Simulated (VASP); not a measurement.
Set up this calculation in VASP 6.6.1, as the native input.

* Task: single point
* Functional: PBEsol
* Potentials or basis: VASP PAW PBE potentials, release 64 (O, H, C)
* Cutoff: 520 eV
* k mesh: 1 × 1 × 1
* Occupations: fermi-dirac, width 0.02 eV
* Spin: no spin polarisation
* Dipole correction: no
* Further INCAR settings: LREAL = Auto; ALGO = Normal; EDIFF = 1e-06; NBANDS = 72

The structure of H22CO12 lies in POSCAR:

```
H22CO12
1.0
    7.9746190000      0.0000000000      0.0000000000
    0.0000000000      7.9746190000      0.0000000000
    0.0000000000      0.0000000000      7.9746190000
O H C
12 22 1
Direct
    0.8459965297      0.3021962554      0.2449646811
    0.1796951052      0.4972024369      0.0917159804
    0.3800306949     -0.0240889251      0.1741274411
    0.4854401195      0.1911940871      0.8970459905
    0.4867066376      0.7796861518      0.9169591676
    0.5888807979      0.6326446442      0.5074599802
    0.7309189317      0.5127517691      0.8015806147
    0.6922838571     -0.0629747954      0.6333343323
    0.1532737802      0.2862205705      0.7332513315
   -0.1635062440      0.1439316411      0.8885565567
    0.9230660424      0.6972119922      0.1995706629
    0.9157051892      0.9510297608      0.3375333668
    0.9275302055      0.3963073346      0.2103548771
    0.9251978057      0.2135525221      0.2124741006
    0.1354422073      0.4417891312     -0.0084768940
    0.3123660202      0.5010772301      0.0572817335
    0.3843819999     -0.0082135585      0.2926534797
    0.4140511290      0.0848817981      0.1244824361
    0.4164462277      0.1898899496      0.7874482781
    0.5547851252      0.1057103794      0.8495327488
    0.4465417094      0.8147348481      1.0335164602
    0.4411496023      0.8596398148      0.8382093239
    0.6510781267      0.5654314018      0.5894952474
    0.6282557198      0.6066371321      0.4007589579
    0.8431374590      0.5391730940      0.8382218636
    0.6651101451      0.6013955024      0.8453193814
    0.7563746933     -0.0386977735      0.5194229342
    0.6878196940     -0.1896642335      0.6614610679
    0.1735129917      0.4041948587      0.7161972252
    0.0651065587      0.2485385195      0.6425761532
   -0.2402371825      0.2233837128      0.9362202759
   -0.2074832666      0.0311112042      0.8889954492
    1.0439119411      0.7328249788      0.1940907773
    0.7180154939      0.8295694127      0.2512847322
    0.8509873638      0.8401906097      0.2611284627
```

The input as run:

INCAR

```
PREC = Accurate
ENCUT = 520
EDIFF = 1E-6
ISMEAR = -1
SIGMA = 0.02
LREAL = Auto
LASPH = T
NELM = 80
ALGO = Normal
ISIF = 2
LWAVE = F
LCHARG = F
GGA = PS
NBANDS = 72
```

KPOINTS

```
Automatic mesh
0
Gamma
  1 1 1
```

Potentials or basis: VASP PAW PBE potentials, release 64 (O, H, C).

The run is started by

```sh
$ cat potpaw_PBE.64/O/POTCAR potpaw_PBE.64/H/POTCAR potpaw_PBE.64/C/POTCAR > POTCAR
$ mpirun -np 1 vasp_gam > vasp.out
```

Results of the run:

| Quantity | Value |
| --- | --- |
| Pressure | -0.8 GPa |
| Largest force | 3.882 eV/Å |
| Band gap on the k mesh | 3.65 eV |

Caveat: the k points lie up to 0.79 Å⁻¹ apart; the atoms stand as in a frame of molecular dynamics; the PAW data sets were made with another functional, which shifts forces and pressure a little.

Wall time 2.3 min on 1 thread of Intel Xeon 8259CL, with other jobs on the host, peak memory 0.45 GiB.
